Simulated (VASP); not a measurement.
Set up this calculation in VASP 6.6.1, as the native input.

```yaml
Task: single point
Functional: LDA
Potentials_or_basis: VASP PAW LDA potentials, release 64 (C_h)
Cutoff: 1300 eV
k_mesh: 12 × 12 × 4
Occupations: gaussian, width 0.05 eV
Spin: no spin polarisation
Dipole_correction: no
Further_INCAR_settings: ALGO = Normal; EDIFF = 1e-06; NBANDS = 26
```

The structure of C lies in POSCAR:

```
C
1.0
    2.4314921993      0.0000000000      0.0000000000
   -1.2157460996      2.1057340137      0.0000000000
    0.0000000000      0.0000000000      8.5978723127
C
8
Direct
    0.0000000000      0.0000000000      0.0958582779
    0.0000000000      0.0000000000      0.5958582779
    0.0000000000      0.0000000000      0.4041417221
    0.0000000000      0.0000000000      0.9041417221
    0.3333333333      0.6666666667      0.1532727096
    0.6666666667      0.3333333333      0.6532727096
    0.3333333333      0.6666666667      0.3467272904
    0.6666666667      0.3333333333      0.8467272904
```

This cell differs from its parent crystal: atoms displaced along a vibrational mode, the cell strained.

The input as run:

INCAR

```
  ALGO = Normal
  EDIFF = 1E-6
  ENCUT = 1300
  GGA = CA
  GGA_COMPAT = F
  ISIF = 2
  ISMEAR = 0
  LASPH = T
  LCHARG = F
  LREAL = F
  LWAVE = F
  NBANDS = 26
  NELM = 120
  PREC = Accurate
  SIGMA = 0.05
```

KPOINTS

```
k-points
0
Gamma
  12 12 4
```

Potentials or basis: VASP PAW LDA potentials, release 64 (C_h).

The run is started by

```bash
$ cat potpaw_LDA.64/C_h/POTCAR > POTCAR
$ mpirun -np 1 vasp_std > vasp.out
```

It gave:

* Pressure: 8.0 GPa
* Largest force: 1.352 eV/Å
* Band gap on the k mesh: 2.61 eV

Caveat: the cell differs from its parent crystal (atoms displaced along a vibrational mode, the cell strained); the stress differs along the axes, from -45 to 35 GPa; forces of over 1 eV/Å act on the atoms, so gaps and moduli don't describe the material at rest.

Wall time 6 min on 1 thread of AMD EPYC 7571 (shared host), peak memory 0.3 GiB.
